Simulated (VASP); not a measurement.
Input of a VASP 6.6.1 run:

INCAR

```
SYSTEM = TiC
ALGO = Normal
EDIFF = 1E-6
ENCUT = 520
GGA = PE
ISIF = 2
ISMEAR = -1
LASPH = .TRUE.
LCHARG = .FALSE.
LREAL = .FALSE.
LWAVE = .FALSE.
NBANDS = 15
NELM = 60
PREC = Accurate
SIGMA = 0.05
```

The input KPOINTS:

```
k-points
0
G
  10 10 10
  0 0 0
```

Contents of POSCAR:

```
TiC
1.0
    3.0420900000      0.0000000000      0.0000000000
   -1.5210400000      2.6345200000      0.0000000000
    0.0000000000      0.0000000000      2.6979700000
Ti C
1 1
Direct
    0.0000000000      0.0000000000      0.5000000000
    0.3333300000      0.6666700000      0.0000000000
```

Potentials or basis: VASP PAW PBE potentials, release 64 (Ti_sv, C).

The run is started by

```console
$ cat potpaw_PBE.64/Ti_sv/POTCAR potpaw_PBE.64/C/POTCAR > POTCAR
$ mpirun -np 1 vasp_std > vasp.out
```

What does it give for the band gap on the k mesh?

Zero (band 8 reaches 8.68 eV, above the bottom of band 9 at 8.60 eV).

Predict the pressure.

0.1 GPa.

Stress tensor (GPa, compression positive):
```
 0.27  0.00  0.00
 0.00  0.27  0.00
 0.00  0.00 -0.12
```
